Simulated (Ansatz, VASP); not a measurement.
Two plane-wave programs on KZrCl4

```
K Zr Cl
1.0
     0.00000    4.24397    4.24397
     4.24397    0.00000    4.24397
     4.24397    4.24397    0.00000
K Zr Cl
1 1 4
Cartesian
  6.3660 6.3660 6.3660
  0.0000 0.0000 0.0000
  3.1769 5.3111 5.3111
  3.1769 3.1769 3.1769
  5.3111 3.1769 5.3111
  5.3111 5.3111 3.1769
```

Change from the starting cell: species swapped into the LaLuAl4 type (F-43m, No. 216).

Alike in both runs: functional PBE; k mesh 8 × 8 × 8; occupations gaussian, width 0.1 eV; collinear spin.

Ansatz relaxed the structure, and its values are those at the end. VASP's run is a single point on that final structure, the one shown.

```csv
,VASP,Ansatz
version,VASP 6.6.1,Ansatz 0.2.0
potentials or method,"VASP PAW PBE potentials, release 64 (K_sv, Zr_sv, Cl), cutoff 520 eV","scalar-relativistic, plane waves, PAW"
valence electrons in the cell,49,49
```

VASP gave:

| Property | Result |
| --- | --- |
| gap on the k mesh at the Fermi level (eV) | none |
| pressure (GPa) | 0.0 |
| net moment per atom (μB) | 0.17 |
| size of the moment on the site where the two differ most (μB) | 1.38 |

**Question.** Which values does Ansatz return?

**Answer.** gap on the k mesh at the Fermi level (eV): none; pressure (GPa): 0.0; net moment per atom (μB): 0.17; size of the moment on the site where the two differ most (μB): 1.59.

Site moments also hang on the region over which each program counts them. A gap of «none» marks a metal or a gap that the smearing closes.
